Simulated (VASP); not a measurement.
# Si3As (R-3m) in VASP: further runs

The runs below take Si3As through single point, with PBE.

Everything below comes from runs of VASP 6.6.1. Logs are shortened: lines on timing, memory, paths and dates and some standing lists are left out, and cuts for length are marked.

## (1) The cell of the first run

The typed cell holds 8 atoms: a = 5.150 Å, b = 5.150 Å, c = 5.150 Å, α = 90.00°, β = 90.00°, γ = 90.00°.

## (2) Single point, PBE

The input, INCAR:

```
PREC = Accurate
ENCUT = 520
EDIFF = 1E-6
ISMEAR = 0
SIGMA = 0.1
LREAL = False
LASPH = True
NELM = 80
ALGO = Normal
ISIF = 2
LWAVE = False
LCHARG = True
GGA = PE
LELF = True
LVHAR = True
NBANDS = 27
```

The input, KPOINTS:

```
Automatic mesh
0
Gamma
  6 6 6
```

The input, POSCAR:

```
Si3As
1.0
    3.6416542483      2.1025100605      2.9731346594
   -3.6416542483      2.1025100605      2.9731346594
    0.0000000000     -4.2050201211      2.9731346594
Si As
6 2
Direct
    0.7500480576      0.2499319666      0.7500480576
    0.7500480576      0.7500480576      0.2499319666
    0.2499319666      0.7500480576      0.7500480576
    0.2499519424      0.7500680334      0.2499519424
    0.7500680334      0.2499519424      0.2499519424
    0.2499519424      0.2499519424      0.7500680334
    0.2501218309      0.2501218309      0.2501218309
    0.7498781691      0.7498781691      0.7498781691
```

Potentials or basis: VASP PAW PBE potentials, release 64 (Si, As).

Launch:

```sh
cat potpaw_PBE.64/Si/POTCAR potpaw_PBE.64/As/POTCAR > POTCAR
mpirun -np 1 vasp_std > vasp.out
```

OUTCAR:

```text
PREC = Accurate
   ENCUT = 520
   EDIFF = 1E-6
   ISMEAR = 0
   LREAL = False
   LASPH = True
   NELM = 80
   ISIF = 2
   GGA = PE

 ion  position               nearest neighbor table
   1  0.750  0.250  0.750-   6 2.57   5 2.57   8 2.57   8 2.58   6 2.58   5 2.58
   2  0.750  0.750  0.250-   4 2.57   5 2.57   8 2.57   8 2.58   5 2.58   4 2.58
   3  0.250  0.750  0.750-   6 2.57   4 2.57   8 2.57   8 2.58   6 2.58   4 2.58
   4  0.250  0.750  0.250-   2 2.57   3 2.57   7 2.57   7 2.58   2 2.58   3 2.58
   5  0.750  0.250  0.250-   2 2.57   1 2.57   7 2.57   7 2.58   2 2.58   1 2.58
   6  0.250  0.250  0.750-   1 2.57   3 2.57   7 2.57   7 2.58   1 2.58   3 2.58
   7  0.250  0.250  0.250-   4 2.57   5 2.57   6 2.57   4 2.58   5 2.58   6 2.58
   8  0.750  0.750  0.750-   1 2.57   3 2.57   2 2.57   1 2.58   3 2.58   2 2.58

  LATTYP: Found a trigonal (rhomboedric) cell.
 ALAT       =     5.1499246520
 COS(alpha) =    -0.0000590990

  Lattice vectors:

 A1 = (   3.6416542483,   2.1025100605,   2.9731346594)
 A2 = (  -3.6416542483,   2.1025100605,   2.9731346594)
 A3 = (   0.0000000000,  -4.2050201211,   2.9731346594)

Analysis of symmetry for initial positions (statically):
=====================================================================
 Subroutine PRICEL returns:
 Original cell was already a primitive cell.

 Routine SETGRP: Setting up the symmetry group for a
 trigonal (rhombohedral) supercell.

 Subroutine GETGRP returns: Found 12 space group operations
 (whereof 12 operations were pure point group operations)
 out of a pool of 12 trial point group operations.

The static configuration has the point symmetry D_3d.

Analysis of symmetry for dynamics (positions and initial velocities):
=====================================================================
 Subroutine PRICEL returns:
 Original cell was already a primitive cell.

 Routine SETGRP: Setting up the symmetry group for a
 trigonal (rhombohedral) supercell.

 Subroutine GETGRP returns: Found 12 space group operations
 (whereof 12 operations were pure point group operations)
 out of a pool of 12 trial point group operations.

The dynamic configuration has the point symmetry D_3d.

 Subroutine INISYM returns: Found 12 space group operations
 (whereof 12 operations are pure point group operations),
 and found     1 'primitive' translations

----------------------------------------------------------------------------------------
[... 111 lines left out ...]
   ISIF   =      2    stress and relaxation
   ISYM   =      2    0-nonsym 1-usesym 2-fastsym
   POTIM  = 0.5000    time-step for ionic-motion
   TEBEG  =    0.0;   TEEND  =   0.0 temperature during run
   PSTRESS=    0.0 pullay stress
   NELECT =      34.0000    total number of electrons
   NUPDOWN=      -1.0000    fix difference up-down
   EMIN   =  10.00;   EMAX   =-10.00  energy-range for DOS
   EFERMI =   0.00;   METHOD = LEGACY
   ISMEAR =     0;   SIGMA  =   0.10  broadening in eV -4-tet -1-fermi 0-gaus
   EFERMI_NEDOS =   21; number of points for ismear=-14 and -15
   IALGO  =     38    algorithm
   IMIX   =      4    mixing-type and parameters
     AMIX     =   0.40;   BMIX     =  1.00
     AMIX_MAG =   1.60;   BMIX_MAG =  1.00
  volume/ion in A,a.u.               =      17.07       115.22
  Fermi-wavevector in a.u.,A,eV,Ry     =   1.029833  1.946103 14.429749  1.060557
  Thomas-Fermi vector in A             =   2.163901
   LORBIT       =      0    0 simple, 1 ext, 2 COOP (PROOUT), +10 PAW based schemes
   GGA     = PE    functional components
   LHFCALC =     F    Hartree Fock is set to
   AEXX    =    0.0000 exact exchange contribution
   IVDW    =     0    specifies the selected vdW correction
   LEPSILON=     F    determine dielectric tensor
   LRPA    =     F    only Hartree local field effects (RPA)
 non-spin polarized calculation
 Gauss-broadening in eV      SIGMA  =   0.10
  energy-cutoff  :      520.00
  volume of cell :      136.58
 maximum number of plane-waves:      3743
 NGX is ok and might be reduce to    40
   NGX = 19   NGY = 19   NGZ = 19

 number of electron      33.9999998 magnetization

 Free energy of the ion-electron system (eV)
  ---------------------------------------------------
  ext. energy  EPLUGINS =         0.00000000
  ---------------------------------------------------
  free energy    TOTEN  =       -39.69025601 eV

  energy without entropy =      -39.67801688  energy(sigma->0) =      -39.68413644

 E-fermi :   7.5439     XC(G=0): -10.5718

 val. band max:        7.4851593274   @ k =   0.0000   0.0000   0.0000
 cond. band min:       7.5488778311   @ k =   0.5000   0.5000   0.1667
 fundamental gap:      0.0637185037
 Fermi energy:         7.5439374997

 k-point     1 :       0.0000    0.0000    0.0000
  band No.  band energies     occupation
      1      -6.3250      2.00000
      2      -3.8702      2.00000
      3      -0.8780      2.00000
      4      -0.8780      2.00000
      5       0.9369      2.00000
      6       0.9375      2.00000
[... 709 lines left out ...]
     26      12.2526      0.00000
     27      13.7676      0.00000

 [... further k-points ...]

------------------------ aborting loop because EDIFF is reached ----------------------------------------

  FORCE on cell =-STRESS in cart. coord.  units (eV):
  Direction    XX          YY          ZZ          XY          YZ          ZX
  --------------------------------------------------------------------------------------
  -------------------------------------------------------------------------------------
  Total        0.0938505      0.0938505      0.0965182      0.0000000     -0.0000000      0.0000000
  in kB        1.1008915      1.1008915      1.1321844      0.0000000     -0.0000000      0.0000000
  external PRESSURE =       1.1113225 kB  Pullay stress =       0.0000000 kB

 VOLUME and BASIS-vectors are now :
 -----------------------------------------------------------------------------
  energy-cutoff  :      520.00
  volume of cell :      136.58
      direct lattice vectors                 reciprocal lattice vectors
     3.641654248  2.102510061  2.973134659     0.137300239  0.079270330  0.112115115
    -3.641654248  2.102510061  2.973134659    -0.137300239  0.079270330  0.112115115
     0.000000000 -4.205020121  2.973134659     0.000000000 -0.158540660  0.112115115

 POSITION                                       TOTAL-FORCE (eV/Angst)
 -----------------------------------------------------------------------------------
      1.82125     -1.05150      5.20307        -0.000533      0.000308     -0.001067
      0.00000      2.10300      5.20307         0.000000     -0.000615     -0.001067
     -1.82125     -1.05150      5.20307         0.000533      0.000308     -0.001067
     -1.82125      1.05150      3.71633         0.000533     -0.000308      0.001067
      1.82125      1.05150      3.71633        -0.000533     -0.000308      0.001067
      0.00000     -2.10300      3.71633         0.000000      0.000615      0.001067
      0.00000     -0.00000      2.23094         0.000000      0.000000     -0.000922
      0.00000     -0.00000      6.68847         0.000000     -0.000000      0.000922
 -----------------------------------------------------------------------------------
    total drift:                                0.000000      0.000000     -0.000000

  FREE ENERGIE OF THE ION-ELECTRON SYSTEM (eV)
  ---------------------------------------------------
  free  energy   TOTEN  =       -39.6902560053 eV

  energy  without entropy=      -39.6780168787  energy(sigma->0) =      -39.68413644
```

Wall time 56 s (1 thread of Intel Xeon Platinum 8559C (Emerald Rapids), shared host); peak memory 0.28 GiB.

What came out:

```
Free energy            : -39.6903 eV
Pressure               : 0.1 GPa
Band gap on the k mesh : zero (bands 17 and 18 overlap by 2.04 eV)
```

## (3) Single point, PBE

The input, INCAR:

```
PREC     = Accurate       # precision mode
ENCUT    = 520            # plane-wave cutoff, eV
EDIFF    = 1E-6           # SCF threshold, eV
ISMEAR   = 0              # smearing method
SIGMA    = 0.1            # smearing width, eV
LREAL    = False          # projectors in reciprocal space
LASPH    = True           # aspherical terms in the spheres
NELM     = 60             # most SCF steps
ALGO     = Normal         # electronic algorithm
ISIF     = 2              # what is computed and relaxed
LWAVE    = False          # write WAVECAR
LCHARG   = False          # write CHGCAR
GGA      = PE             # functional
NBANDS   = 27             # bands
```

The input, KPOINTS:

```
Automatic mesh
0
Gamma
  8 8 8
```

The input, POSCAR:

```
Si3As
1.0
    3.6426348373      2.1030762039      2.9741519771
   -3.6426348373      2.1030762039      2.9741519771
    0.0000000000     -4.2061524078      2.9741519771
Si As
6 2
Direct
    0.7500363035      0.2499517747      0.7500363035
    0.7500363035      0.7500363035      0.2499517747
    0.2499517747      0.7500363035      0.7500363035
    0.2499636965      0.7500482253      0.2499636965
    0.7500482253      0.2499636965      0.2499636965
    0.2499636965      0.2499636965      0.7500482253
    0.2500927974      0.2500927974      0.2500927974
    0.7499072026      0.7499072026      0.7499072026
```

Potentials or basis: VASP PAW PBE potentials, release 64 (Si, As).

Launch:

```sh
cat potpaw_PBE.64/Si/POTCAR potpaw_PBE.64/As/POTCAR > POTCAR
mpirun -np 1 vasp_std > vasp.out
```

Wall time 99 s (1 thread of Intel Xeon Platinum 8559C (Emerald Rapids), shared host); peak memory 0.35 GiB.

The run converged. Its results:

```yaml
Free_energy: -39.6800 eV
Pressure: 0.1 GPa
Band_gap_on_the_k_mesh: zero (bands 17 and 18 overlap by 2.07 eV)
```

Levels at points of the mesh, in eV from the Fermi level:
| k point | band 14 | band 15 | band 16 | band 17 | band 18 | band 19 | band 20 | band 21 |
| --- | --- | --- | --- | --- | --- | --- | --- | --- |
| (0.00, 0.00, 0.00) | -2.74 | -2.74 | -2.74 | -0.07 | -0.07 | -0.07 | 1.46 | 1.85 |
| (0.50, 0.00, 0.00) | -2.03 | -2.03 | -2.02 | -1.15 | -1.14 | 2.15 | 2.15 | 2.98 |
| (0.50, 0.50, 0.00) | -0.99 | -0.12 | -0.12 | 0.57 | 0.57 | 0.82 | 0.82 | 2.27 |
| (0.50, 0.50, 0.50) | -0.13 | 0.91 | 0.91 | 0.91 | 0.91 | 0.91 | 0.92 | 1.09 |

The gap in the log of VASP goes by the Fermi energy; the results here count the filled bands.